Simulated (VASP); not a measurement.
Runs of VASP 6.6.1 on GaP. Symmetry: F-43m, No. 216, cubic system. Conventional cell: a = 5.451 Å, b = 5.451 Å, c = 5.451 Å, α = 90.00°, β = 90.00°, γ = 90.00°. Ga (site symmetry -43m) has 4 P at 2.36 Å within 3.1 Å. Within 3.1 Å of P (site symmetry -43m) lie 4 Ga at 2.36 Å. 

| level | k mesh | smearing | grid for exact exchange (PRECFOCK) | share of exact exchange | screening parameter | gap on the mesh (eV) | pressure (GPa) |
| --- | --- | --- | --- | --- | --- | --- | --- |
| PBEsol | 6 × 6 × 6 | gaussian 0.01 eV | - | - | - | 1.51 | -0.6 |
| PBE-based screened hybrid with 50 % exact exchange | 4 × 4 × 4 | gaussian 0.01 eV | Normal | 0.5 | 0.2078 1/Å | 3.04 | -0.8 |
| PBEsol | 6 × 6 × 6 | gaussian 0.2 eV | - | - | - | 1.51 | -0.6 |
| HSE06 | 4 × 4 × 4 | gaussian 0.01 eV | Normal | 0.25 | 0.2079 1/Å | (a) | 1.0 |

Alike in all rows: task single point; potentials or basis VASP PAW PBE potentials, release 64 (Ga_d, P); no spin polarisation; cell as given; cutoff (eV) 520.

Question: Estimate the missing entries.

Answer: (a) 2.31.

Caveats: some runs use coarse meshes; the PAW data sets were made with another functional, which shifts forces and pressure a little.

A k mesh can miss the band edges, and the runs leave out spin-orbit coupling on Ga.
